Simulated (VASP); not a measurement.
# Sc2Al (P6_3/mmc) in VASP: further runs

The runs below take Sc2Al through single point, with PBEsol.

Everything below comes from runs of VASP 6.6.1. Logs are shortened: lines on timing, memory, paths and dates and some standing lists are left out, and cuts for length are marked.

**1. The cell of the first run**

It takes space group P6_3/mmc (No. 194, hexagonal). Conventional cell: a = 4.608 Å, b = 4.608 Å, c = 5.781 Å, α = 90.00°, β = 90.00°, γ = 120.00°. Sc (site symmetry -3m) has 8 Sc at 2.89 to 3.03 Å and 6 Al at 3.03 Å within 3.8 Å. Sc (site symmetry -6m2) has 5 Al at 2.66 to 2.89 Å and 6 Sc at 3.03 Å within 3.5 Å. Within 3.5 Å of Al (site symmetry -6m2) lie 11 Sc at 2.66 to 3.03 Å.

**2. Single point, PBEsol (strain -0.050 along x and y, -0.050 along z)**

Contents of INCAR:

```
PREC = Accurate
ENCUT = 520
EDIFF = 1E-7
ISMEAR = 0
SIGMA = 0.15
LREAL = False
LASPH = True
NELM = 100
ALGO = Fast
ISIF = 2
LWAVE = False
LCHARG = True
GGA = PS
LELF = True
LVHAR = True
NBANDS = 34
```

Contents of KPOINTS:

```
regular mesh
0
Gamma
  12 12 8
```

Contents of POSCAR:

```
Sc2Al
1.0
    4.6083540236      0.0000000000      0.0000000000
   -2.3041770118      3.9909516541      0.0000000000
    0.0000000000      0.0000000000      5.7811787542
Sc Al
4 2
Direct
    0.0000000000      0.0000000000      0.0000000000
    0.0000000000      0.0000000000      0.5000000000
    0.3333333333      0.6666666667      0.7500000000
    0.6666666667      0.3333333333      0.2500000000
    0.3333333333      0.6666666667      0.2500000000
    0.6666666667      0.3333333333      0.7500000000
```

Potentials or basis: VASP PAW PBE potentials, release 64 (Sc_sv, Al).

Command:

```bash
cat potpaw_PBE.64/Sc_sv/POTCAR potpaw_PBE.64/Al/POTCAR > POTCAR
mpirun -np 1 vasp_std > vasp.out
```

OUTCAR:

```text
PREC = Accurate
   ENCUT = 520
   EDIFF = 1E-7
   ISMEAR = 0
   LREAL = False
   LASPH = True
   NELM = 100
   ISIF = 2
   GGA = PS

 ion  position               nearest neighbor table
   1  0.000  0.000  0.000-   2 2.89   2 2.89   4 3.03   5 3.03   6 3.03   3 3.03   4 3.03   6 3.03
                             3 3.03   5 3.03   4 3.03   6 3.03   3 3.03   5 3.03
   2  0.000  0.000  0.500-   1 2.89   1 2.89   4 3.03   5 3.03   6 3.03   3 3.03   4 3.03   6 3.03
                             3 3.03   5 3.03   4 3.03   6 3.03   3 3.03   5 3.03
   3  0.333  0.667  0.750-   6 2.66   6 2.66   6 2.66   5 2.89   5 2.89   1 3.03   2 3.03   2 3.03
                             1 3.03   2 3.03   1 3.03
   4  0.667  0.333  0.250-   5 2.66   5 2.66   5 2.66   6 2.89   6 2.89   1 3.03   2 3.03   1 3.03
                             2 3.03   1 3.03   2 3.03
   5  0.333  0.667  0.250-   4 2.66   4 2.66   4 2.66   3 2.89   3 2.89   1 3.03   2 3.03   2 3.03
                             1 3.03   2 3.03   1 3.03
   6  0.667  0.333  0.750-   3 2.66   3 2.66   3 2.66   4 2.89   4 2.89   1 3.03   2 3.03   1 3.03
                             2 3.03   1 3.03   2 3.03

  LATTYP: Found a hexagonal cell.
 ALAT       =     4.6083540236
 C/A-ratio  =     1.2544997031

  Lattice vectors:

 A1 = (   4.6083540236,   0.0000000000,   0.0000000000)
 A2 = (  -2.3041770118,   3.9909516541,   0.0000000000)
 A3 = (   0.0000000000,   0.0000000000,   5.7811787542)

Analysis of symmetry for initial positions (statically):
=====================================================================
 Subroutine PRICEL returns:
 Original cell was already a primitive cell.

 Routine SETGRP: Setting up the symmetry group for a
 hexagonal supercell.

 Subroutine GETGRP returns: Found 24 space group operations
 (whereof 12 operations were pure point group operations)
 out of a pool of 24 trial point group operations.

The static configuration has the point symmetry D_3d.
 The point group associated with its full space group is D_6h.

Analysis of symmetry for dynamics (positions and initial velocities):
=====================================================================
 Subroutine PRICEL returns:
 Original cell was already a primitive cell.

 Routine SETGRP: Setting up the symmetry group for a
 hexagonal supercell.

 Subroutine GETGRP returns: Found 24 space group operations
 (whereof 12 operations were pure point group operations)
 out of a pool of 24 trial point group operations.

The dynamic configuration has the point symmetry D_3d.
 The point group associated with its full space group is D_6h.

 Subroutine INISYM returns: Found 24 space group operations
 (whereof 12 operations are pure point group operations),
 and found     1 'primitive' translations

----------------------------------------------------------------------------------------

                                     Primitive cell

  volume of cell :     106.3258

  direct lattice vectors                    reciprocal lattice vectors
     4.608354024  0.000000000  0.000000000     0.216997217  0.125283402  0.000000000
    -2.304177012  3.990951654  0.000000000     0.000000000  0.250566804  0.000000000
     0.000000000  0.000000000  5.781178754     0.000000000  0.000000000  0.172975105

  length of vectors
     4.608354024  4.608354024  5.781178754     0.250566804  0.250566804  0.172975105

  position of ions in fractional coordinates (direct lattice)
     0.000000000  0.000000000  0.000000000
     0.000000000  0.000000000  0.500000000
     0.333333333  0.666666667  0.750000000
     0.666666667  0.333333333  0.250000000
     0.333333333  0.666666667  0.250000000
     0.666666667  0.333333333  0.750000000

  ion indices of the primitive-cell ions
   primitive index   ion index
                 1           1
                 2           2
                 3           3
                 4           4
                 5           5
                 6           6

----------------------------------------------------------------------------------------

 KPOINTS: regular mesh

Automatic generation of k-mesh.
 Grid dimensions read from file:
 generate k-points for:   12   12    8

 Generating k-lattice:

  Cartesian coordinates                     Fractional coordinates (reciprocal lattice)
     0.018083101  0.010440283  0.000000000     0.083333333  0.000000000  0.000000000
     0.000000000  0.020880567  0.000000000     0.000000000  0.083333333  0.000000000
     0.000000000  0.000000000  0.021621888     0.000000000  0.000000000  0.125000000

  Length of vectors
     0.020880567  0.020880567  0.021621888

  Shift w.r.t. Gamma in fractional coordinates (k-lattice)
     0.000000000  0.000000000  0.000000000

 Subroutine IBZKPT returns following result:
 ===========================================

 Found     95 irreducible k-points:

 Following reciprocal coordinates:
            Coordinates               Weight
  0.000000  0.000000  0.000000      1.000000
  0.083333 -0.000000  0.000000      6.000000
  0.166667 -0.000000  0.000000      6.000000
  0.250000 -0.000000  0.000000      6.000000
  0.333333 -0.000000  0.000000      6.000000
  0.416667 -0.000000  0.000000      6.000000
[... 16 lines left out ...]
  0.250000 -0.000000  0.125000     12.000000
  0.333333 -0.000000  0.125000     12.000000
 [... further k-points ...]
   k-points           NKPTS =     95   k-points in BZ     NKDIM =     95   number of bands    NBANDS=     34
   number of dos      NEDOS =    301   number of ions     NIONS =      6
   total plane-waves  NPLWV =  62208
   dimension x,y,z NGX =    36 NGY =   36 NGZ =   48
   dimension x,y,z NGXF=    72 NGYF=   72 NGZF=   96
   ions per type =               4   2
   NGX,Y,Z   is equivalent  to a cutoff of  12.99, 12.99, 13.80 a.u.
   NGXF,Y,Z  is equivalent  to a cutoff of  25.97, 25.97, 27.61 a.u.
 SYSTEM =  unknown system
   PREC   = accura    normal or accurate (medium, high low for compatibility)
   ISTART =      0    job   : 0-new  1-cont  2-samecut
   ICHARG =      2    charge: 1-file 2-atom 10-const
   ISPIN  =      1    spin polarized calculation?
   LNONCOLLINEAR =      F non collinear calculations
   LSORBIT =      F    spin-orbit coupling
   LASPH  =      T    aspherical Exc in radial PAW
   ENCUT  =  520.0 eV  38.22 Ry    6.18 a.u.   8.57  8.57 10.75*2*pi/ulx,y,z
   NELM   =    100;   NELMIN=  2; NELMDL= -5     # of ELM steps
   EDIFF  = 0.1E-06   stopping-criterion for ELM
   LREAL  =      F    real-space projection
   EDIFFG = 0.1E-05   stopping-criterion for IOM
   NSW    =      0    number of steps for IOM
   IBRION =     -1    ionic relax: 0-MD 1-quasi-New 2-CG
   NFREE  =      0    steps in history (QN), initial steepest desc. (CG)
   ISIF   =      2    stress and relaxation
   ISYM   =      2    0-nonsym 1-usesym 2-fastsym
   POTIM  = 0.5000    time-step for ionic-motion
   TEBEG  =    0.0;   TEEND  =   0.0 temperature during run
   PSTRESS=    0.0 pullay stress
   NELECT =      50.0000    total number of electrons
   NUPDOWN=      -1.0000    fix difference up-down
   EMIN   =  10.00;   EMAX   =-10.00  energy-range for DOS
   EFERMI =   0.00;   METHOD = LEGACY
   ISMEAR =     0;   SIGMA  =   0.15  broadening in eV -4-tet -1-fermi 0-gaus
   EFERMI_NEDOS =   21; number of points for ismear=-14 and -15
   IALGO  =     68    algorithm
   IMIX   =      4    mixing-type and parameters
     AMIX     =   0.40;   BMIX     =  1.00
     AMIX_MAG =   1.60;   BMIX_MAG =  1.00
  volume/ion in A,a.u.               =      17.72       119.59
  Fermi-wavevector in a.u.,A,eV,Ry     =   1.273069  2.405752 22.051025  1.620705
  Thomas-Fermi vector in A             =   2.405913
   LORBIT       =      0    0 simple, 1 ext, 2 COOP (PROOUT), +10 PAW based schemes
   GGA     = PS    functional components
   LHFCALC =     F    Hartree Fock is set to
   AEXX    =    0.0000 exact exchange contribution
   IVDW    =     0    specifies the selected vdW correction
   LEPSILON=     F    determine dielectric tensor
   LRPA    =     F    only Hartree local field effects (RPA)
 non-spin polarized calculation
 RMM-DIIS sequential band-by-band and
 Gauss-broadening in eV      SIGMA  =   0.15
  energy-cutoff  :      520.00
  volume of cell :      106.33
 maximum number of plane-waves:      2902
 NGX is ok and might be reduce to    36
   NGX = 17   NGY = 17   NGZ = 21

 number of electron      49.9999994 magnetization

 Free energy of the ion-electron system (eV)
  ---------------------------------------------------
  ext. energy  EPLUGINS =         0.00000000
  ---------------------------------------------------
  free energy    TOTEN  =       -35.99751906 eV

  energy without entropy =      -35.91279248  energy(sigma->0) =      -35.95515577

 E-fermi :   6.0326     XC(G=0): -10.9560

 val. band max:        6.0259412960   @ k =   0.1667  -0.0000   0.2500
 cond. band min:       6.0327903355   @ k =   0.0833  -0.0000   0.1250
 fundamental gap:      0.0068490395
 Fermi energy:         6.0326365777

 k-point     1 :       0.0000    0.0000    0.0000
  band No.  band energies     occupation
      1     -42.7410      2.00000
      2     -42.6202      2.00000
      3     -42.5596      2.00000
      4     -42.5307      2.00000
      5     -21.7916      2.00000
      6     -21.6609      2.00000
[... 26 lines left out ...]
     33       9.4815      0.00000
     34      10.1076      0.00000

 k-point     2 :       0.0833   -0.0000    0.0000
  band No.  band energies     occupation
      1     -42.7392      2.00000
      2     -42.6202      2.00000
      3     -42.5597      2.00000
      4     -42.5324      2.00000
      5     -21.7996      2.00000
      6     -21.6662      2.00000
[... 26 lines left out ...]
     33       9.3962      0.00000
     34      10.1473      0.00000

 k-point     3 :       0.1667   -0.0000    0.0000
  band No.  band energies     occupation
      1     -42.7343      2.00000
      2     -42.6201      2.00000
      3     -42.5599      2.00000
      4     -42.5371      2.00000
      5     -21.8205      2.00000
      6     -21.6799      2.00000
[... 26 lines left out ...]
     33       9.1045      0.00000
     34       9.1737      0.00000
[... 704 lines left out ...]
 k-point    23 :       0.2500   -0.0000    0.1250
  band No.  band energies     occupation
      1     -42.7235      2.00000
      2     -42.6253      2.00000
      3     -42.5584      2.00000
      4     -42.5440      2.00000
      5     -21.8245      2.00000
      6     -21.6908      2.00000
[... 26 lines left out ...]
     33       8.7983      0.00000
     34       9.1304      0.00000

 k-point    24 :       0.3333   -0.0000    0.1250
  band No.  band energies     occupation
      1     -42.7158      2.00000
      2     -42.6244      2.00000
      3     -42.5598      2.00000
      4     -42.5509      2.00000
      5     -21.8480      2.00000
      6     -21.7062      2.00000
[... 26 lines left out ...]
     33       8.5470      0.00000
     34       9.0582      0.00000

 [... further k-points ...]
[... 5 lines left out ...]
  --------------------------------------------------------------------------------------
  -------------------------------------------------------------------------------------
  Total       10.5629648     10.5629648      9.1779854      0.0000000      0.0000000      0.0000000
  in kB      159.1687164    159.1687164    138.2990647      0.0000000      0.0000000      0.0000000
  external PRESSURE =     152.2121659 kB  Pullay stress =       0.0000000 kB

 VOLUME and BASIS-vectors are now :
 -----------------------------------------------------------------------------
  energy-cutoff  :      520.00
  volume of cell :      106.33
      direct lattice vectors                 reciprocal lattice vectors
     4.608354024  0.000000000  0.000000000     0.216997217  0.125283402  0.000000000
    -2.304177012  3.990951654  0.000000000     0.000000000  0.250566804  0.000000000
     0.000000000  0.000000000  5.781178754     0.000000000  0.000000000  0.172975105

 POSITION                                       TOTAL-FORCE (eV/Angst)
 -----------------------------------------------------------------------------------
      0.00000      0.00000      0.00000         0.000000     -0.000000      0.000000
      0.00000      0.00000      2.89059         0.000000     -0.000000      0.000000
     -0.00000      2.66063      4.33588         0.000000     -0.000000      0.000000
      2.30418      1.33032      1.44529        -0.000000      0.000000      0.000000
     -0.00000      2.66063      1.44529         0.000000     -0.000000      0.000000
      2.30418      1.33032      4.33588        -0.000000      0.000000      0.000000
 -----------------------------------------------------------------------------------
    total drift:                               -0.000000      0.000000     -0.000000

  FREE ENERGIE OF THE ION-ELECTRON SYSTEM (eV)
  ---------------------------------------------------
  free  energy   TOTEN  =       -35.9975190634 eV

  energy  without entropy=      -35.9127924784  energy(sigma->0) =      -35.95515577
```

It took 18 min on 1 thread of Oxide Virtual Turin-like, shared host; peak memory 0.39 GiB.

What came out:

```
Free energy            : -35.9975 eV
Pressure               : 15.2 GPa
Band gap on the k mesh : zero (band 25 reaches 6.41 eV, above the bottom of band 26 at 5.43 eV)
```

Levels at points of the mesh, in eV from the Fermi level:
| k point | band 23 | band 24 | band 25 | band 26 | band 27 | band 28 |
| --- | --- | --- | --- | --- | --- | --- |
| (0.00, 0.00, 0.00) | -0.67 | -0.67 | -0.61 | -0.61 | -0.02 | -0.02 |
| (0.50, 0.00, 0.00) | -0.80 | -0.77 | -0.65 | 0.20 | 0.39 | 0.90 |
| (0.00, 0.00, 0.50) | -1.15 | -1.15 | 0.09 | 0.09 | 0.09 | 0.09 |
| (0.50, 0.00, 0.50) | -0.85 | -0.85 | 0.25 | 0.25 | 0.53 | 0.53 |

Caveat: the cell differs from its parent crystal (strain -0.050 along x and y, -0.050 along z); the PAW data sets were made with another functional, which shifts forces and pressure a little.

(Continued in part 2 of 3.)
